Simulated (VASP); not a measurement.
Here is a VASP 6.6.1 calculation.

The input INCAR:

```
PREC = Accurate
ENCUT = 600
EDIFF = 1E-6
ISMEAR = -1
SIGMA = 0.08
LREAL = F
LASPH = T
NELM = 100
ALGO = Normal
ISIF = 3
LWAVE = F
LCHARG = F
GGA = PE
IBRION = 2
NSW = 60
EDIFFG = -0.005
PSTRESS = -0.09
```

File KPOINTS:

```
regular mesh
0
Gamma
  10 10 10
```

POSCAR

```
Rb
1.0
   -2.8406190482      2.8406190482      2.8406190482
    2.8406190482     -2.8406190482      2.8406190482
    2.8406190482      2.8406190482     -2.8406190482
Rb
1
Direct
    0.0000000000      0.0000000000      0.0000000000
```

Potentials or basis: VASP PAW PBE potentials, release 64 (Rb_sv).

Run with:

```sh
$ cat potpaw_PBE.64/Rb_sv/POTCAR > POTCAR
$ mpirun -np 1 vasp_std > vasp.out
```

Task: What does it give for the band gap on the k mesh?

Result: Zero (an odd number of electrons rules out a gap without spin polarisation).

Final structure:
```
Rb
1.0
    -2.84062    2.84062    2.84062
     2.84062   -2.84062    2.84062
     2.84062    2.84062   -2.84062
Rb
1
Cartesian
  0.0000 0.0000 0.0000
```
